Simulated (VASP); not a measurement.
Ti, 3 atoms in the cell. Symmetry: P6/mmm, No. 191, hexagonal system. Conventional cell: a = 4.495 Å, b = 4.495 Å, c = 2.784 Å, α = 90.00°, β = 90.00°, γ = 120.00°. Within 3.4 Å of Ti (site symmetry -6m2) lie 11 Ti at 2.60 to 2.95 Å. Ti (site symmetry 6/mmm) has 14 Ti at 2.78 to 2.95 Å within 3.7 Å. 

```yaml
Program: VASP 6.6.1
Task: single point
Functional: PBE
Dispersion: D3(BJ)
Potentials_or_basis: VASP PAW PBE potentials, release 64 (Ti_sv)
Cutoff: 520 eV
k_mesh: 7 × 7 × 9
Occupations: fermi-dirac, width 0.05 eV
Spin: no spin polarisation
Dipole_correction: no
Further_INCAR_settings: ALGO = Normal; EDIFF = 1e-06; NBANDS = 25
```

Potentials or basis: VASP PAW PBE potentials, release 64 (Ti_sv).

Launch:

```sh
$ cat potpaw_PBE.64/Ti_sv/POTCAR > POTCAR
$ mpirun -np 1 vasp_std > vasp.out
```

Hardware: 1 thread of AMD EPYC 9R45 96-Core Processor (Zen 5), with other jobs on the host.

Problem. Estimate the wall time of this run.

Solution. It took 30 s on 1 thread of AMD EPYC 9R45 96-Core Processor (Zen 5) (shared host), peak memory 0.17 GiB. Counts: scf iterations 15, k points 40.
